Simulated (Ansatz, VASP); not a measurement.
## RuF2: VASP beside Ansatz

```
Ru F
1.0
     2.86541    0.00000    0.00000
    -1.43271    2.48152    0.00000
     0.00000    0.00000    4.62251
Ru F
1 2
Direct
  0.00000 0.00000 0.00000
  0.33333 0.66667 0.25200
  0.66667 0.33333 0.74800
```

Alike in both runs: task single point; functional PBE; k mesh 8 × 8 × 4; occupations gaussian, width 0.05 eV; collinear spin; Hubbard terms Ru d U = 8.0 eV.

|  | VASP | Ansatz |
| --- | --- | --- |
| version | VASP 6.6.1 | Ansatz 0.2.0 |
| potentials or method | VASP PAW PBE potentials, release 64 (Ru_pv, F), cutoff 520 eV | scalar-relativistic, plane waves, PAW |
| valence electrons in the cell | 28 | 30 |

Ansatz gave:

| Quantity | Value |
| --- | --- |
| gap on the k mesh at the Fermi level (eV) | none |
| rms of the force components (eV/Å) | 2.609 |
| net moment per atom (μB) | 1.33 |
| size of the moment on the site where the two differ most (μB) | 2.66 |

Task: Which values does VASP return?

Result: gap on the k mesh at the Fermi level (eV): none; rms of the force components (eV/Å): 2.515; net moment per atom (μB): 1.33; size of the moment on the site where the two differ most (μB): 3.64.

Site moments also hang on the region over which each program counts them. The programs project onto different local orbitals, so the same U acts differently, and such runs can settle in different states. Atom by atom the forces differ by 0.094 eV/Å (rms over components). A gap of «none» marks a metal or a gap that the smearing closes. VASP's potentials hold 28 valence electrons a cell and Ansatz's 30, so a difference there can come from the potentials and not from the codes. Ansatz's warnings: filled band counts differ across k points.
